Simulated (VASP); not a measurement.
Wanted: the native input for a VASP 6.6.1 run.

| Item | Value |
| --- | --- |
| Task | electric field gradients |
| Functional | PBE |
| Potentials or basis | VASP PAW PBE potentials, release 64 (Na_pv) |
| Cutoff | 400 eV |
| k mesh | 12 × 12 × 12 |
| Occupations | fermi-dirac, width 0.05 eV |
| Spin | no spin polarisation |
| Dipole correction | no |
| Further INCAR settings | ALGO = Normal; EDIFF = 1e-08; NBANDS = 10 |

The structure of Na lies in POSCAR:

```
Na
1.0
   -2.1384667101      2.1384667101      2.1384667101
    2.1384667101     -2.1384667101      2.1384667101
    2.1384667101      2.1384667101     -2.1384667101
Na
1
Direct
    0.0000000000      0.0000000000      0.0000000000
```

This cell differs from its parent crystal: volume scaled by 1.03.

These files were run (other wordings do the same):

INCAR

```
PREC = Accurate
ENCUT = 400
EDIFF = 1E-8
ISMEAR = -1
SIGMA = 0.05
LREAL = False
LASPH = True
NELM = 120
ALGO = Normal
ISIF = 2
LWAVE = False
LCHARG = False
GGA = PE
LEFG = True
NBANDS = 10
GGA_COMPAT = False
```

KPOINTS

```
Automatic mesh
0
Gamma
  12 12 12
```

Potentials or basis: VASP PAW PBE potentials, release 64 (Na_pv).

The run is started by

```bash
$ cat potpaw_PBE.64/Na_pv/POTCAR > POTCAR
$ mpirun -np 1 vasp_std > vasp.out
```

It gave:

| Property | Result |
| --- | --- |
| Pressure | -0.6 GPa |

Caveat: without QUAD_EFG the Cq values of the log hold for a quadrupole moment of 1 mb, not for the nuclei.

It took 3.8 s on 1 thread of Intel(R) Xeon(R) 6975P-C (Granite Rapids), on a shared host, peak memory 0.13 GiB.
